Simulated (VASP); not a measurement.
Set up this calculation in VASP 6.6.1, as the native input.

* Task: single point
* Functional: PBEsol
* Potentials or basis: VASP PAW PBE potentials, release 64 (Pd)
* Cutoff: 520 eV
* k mesh: 23 × 23 × 23
* Occupations: fermi-dirac, width 0.1 eV
* Spin: no spin polarisation
* Dipole correction: no
* Further INCAR settings: ALGO = Normal; EDIFF = 1e-06; NBANDS = 11

The structure of Pd lies in POSCAR:

```
Pd
1.0
    0.0000000000      1.9648890866      1.9648890866
    1.9648890866      0.0000000000      1.9648890866
    1.9648890866      1.9648890866      0.0000000000
Pd
1
Direct
    0.0000000000      0.0000000000      0.0000000000
```

This cell differs from its parent crystal: volume scaled by 1.04.

These files were run (other wordings do the same):

INCAR

```
PREC = Accurate
ENCUT = 520
EDIFF = 1E-6
ISMEAR = -1
SIGMA = 0.1
LREAL = False
LASPH = True
NELM = 60
ALGO = Normal
ISIF = 2
LWAVE = False
LCHARG = True
GGA = PS
LELF = True
LVHAR = True
NBANDS = 11
```

KPOINTS

```
Automatic mesh
0
Gamma
  23 23 23
```

Potentials or basis: VASP PAW PBE potentials, release 64 (Pd).

Launch:

```console
$ cat potpaw_PBE.64/Pd/POTCAR > POTCAR
$ mpirun -np 1 vasp_std > vasp.out
```

It gave:

```
Pressure               : -7.6 GPa
Band gap on the k mesh : zero (band 5 reaches 9.41 eV, above the bottom of band 6 at 7.91 eV)
```

Caveat: the PAW data sets were made with another functional, which shifts forces and pressure a little.

Run time: 48 s on 1 thread of Intel(R) Xeon(R) Platinum 8259CL CPU @ 2.50GHz (Skylake/Cascade Lake), with other jobs on the host, peak memory 0.19 GiB.
